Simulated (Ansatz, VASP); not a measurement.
# One calculation of Nb, two programs

POSCAR

```
Nb
1.0
    4.8122168132      0.0000000000      0.0000000000
   -2.4061084066      4.1675020088      0.0000000000
    0.0000000000      0.0000000000      2.6394376337
Nb
3
Direct
    1.0000000000      0.0000000000      1.0000000000
    0.3333333333      0.6666666667      0.5000000000
    0.6666666667      0.3333333333      0.5000000000
```

File INCAR.step1:

```
SYSTEM = Nb
PREC = Accurate ; ENCUT = 520
ISMEAR = -1 ; SIGMA = 0.1
LREAL = .FALSE. ; LASPH = .TRUE.
NELM = 100 ; NBANDS = 26
GGA = PE ; ALGO = Normal
EDIFF = 1E-4 ; LWAVE = .TRUE.
LCHARG = .FALSE.
```

Contents of INCAR.step2:

```
SYSTEM = Nb
PREC = Accurate ; ENCUT = 520
EDIFF = 1E-6 ; ISMEAR = -1
SIGMA = 0.1 ; LREAL = .FALSE.
LASPH = .TRUE. ; NELM = 100
ALGO = Normal ; ISIF = 2
LWAVE = .FALSE. ; LCHARG = .TRUE.
METAGGA = R2SCAN ; LMIXTAU = .TRUE.
LELF = .TRUE. ; LVHAR = .TRUE.
NBANDS = 26 ; ISTART = 1
```

Contents of KPOINTS:

```
regular mesh
0
G
  9 9 13
  0 0 0
```

Input for Ansatz:

```yaml
crystal:
  lattice:
    - [4.8122168132, 0.0, 0.0]
    - [-2.4061084066, 4.1675020088, 0.0]
    - [0.0, 0.0, 2.6394376337]
  atoms:
    - { symbol: Nb, position: [1.0, 0.0, 1.0] }
    - { symbol: Nb, position: [0.3333333333, 0.6666666667, 0.5] }
    - { symbol: Nb, position: [0.6666666667, 0.3333333333, 0.5] }
hamiltonian:
  xc: r2scan
  pseudopotentials:
    kind: paw
    azcp:
      Nb: "pseudopotentials/Nb.paw.azcp"
basis:
  ecutwfc: 500
  fft_grid_basis: typed
kpoints:
  mp_grid: { grid: [9, 9, 13], shift: [0, 0, 0] }
magnetization:
  spin_polarized: false
scf:
  occupations: { method: fermi_dirac, width: 0.1 }
  lower_state_search: "off"
output:
  stress: true
```

Alike in both runs: task single point; functional r2SCAN; k mesh 9 × 9 × 13; occupations fermi-dirac, width 0.1 eV; no spin polarisation.

|  | VASP | Ansatz |
| --- | --- | --- |
| version | VASP 6.6.1 | Ansatz 0.2.0 |
| potentials or method | VASP PAW PBE potentials, release 64 (Nb_sv), cutoff 520 eV | plane waves (500 eV) with PAW, scalar-relativistic |
| valence electrons in the cell | 39 | 39 |

```csv
,VASP,Ansatz,Ansatz less VASP
pressure (GPa),7.3,7.5,+0.18
"traceless stress, the component that is largest in VASP (GPa)",-0.33,-0.37,-0.042
```

VASP's potentials were made for PBE, not for r2SCAN.
